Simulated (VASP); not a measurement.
**Ca: single point with LDA**

Crystal: Ca.

```
CELL_PARAMETERS angstrom
3.43633 0.00000 0.00000
0.00000 3.48866 0.00000
0.00000 0.00000 3.48866
ATOMIC_POSITIONS crystal
Ca 0.00000 0.00000 0.00000
```

This cell differs from its parent crystal: strain -0.0150 x Voigt [1, 0, 0, 0, 0, 0].

```
Program                : VASP 6.6.1
Task                   : single point
Functional             : LDA
Potentials or basis    : VASP PAW LDA potentials, release 64 (Ca_sv)
Cutoff                 : 520 eV
k mesh                 : 14 × 14 × 14
Occupations            : gaussian, width 0.15 eV
Spin                   : no spin polarisation
Dipole correction      : no
Further INCAR settings : ALGO = Normal; EDIFF = 1e-06; NBANDS = 11
```

```
Pressure               : -1.1 GPa
Band gap on the k mesh : zero (band 5 reaches 2.32 eV, above the bottom of band 6 at 1.28 eV)
```

Stress tensor (GPa, compression positive):
```
-0.59  0.00  0.00
 0.00 -1.33  0.00
 0.00  0.00 -1.33
```

Levels at points of the mesh, in eV from the Fermi level:
```
           k point  band 3  band 4  band 5  band 6  band 7  band 8
(0.00, 0.00, 0.00)  -22.84  -22.82   -3.88    0.71    0.72    4.07
(0.50, 0.00, 0.00)  -22.81  -22.81   -1.16   -0.35    1.26    2.77
(0.00, 0.50, 0.00)  -22.82  -22.81   -1.27   -0.43    1.20    2.82
(0.50, 0.50, 0.00)  -23.04  -22.79   -0.43    0.87    2.49    2.53
(0.00, 0.50, 0.50)  -23.04  -22.79   -0.41    0.76    2.41    2.41
(0.50, 0.50, 0.50)  -23.01  -23.01    0.59    0.59    0.69    4.86
```

It took 75 s on 1 thread of Intel(R) Xeon(R) Platinum 8488C (Sapphire Rapids), with other jobs on the host, peak memory 0.24 GiB.

Caveat: the cell differs from its parent crystal (strain -0.0150 x Voigt [1, 0, 0, 0, 0, 0]).
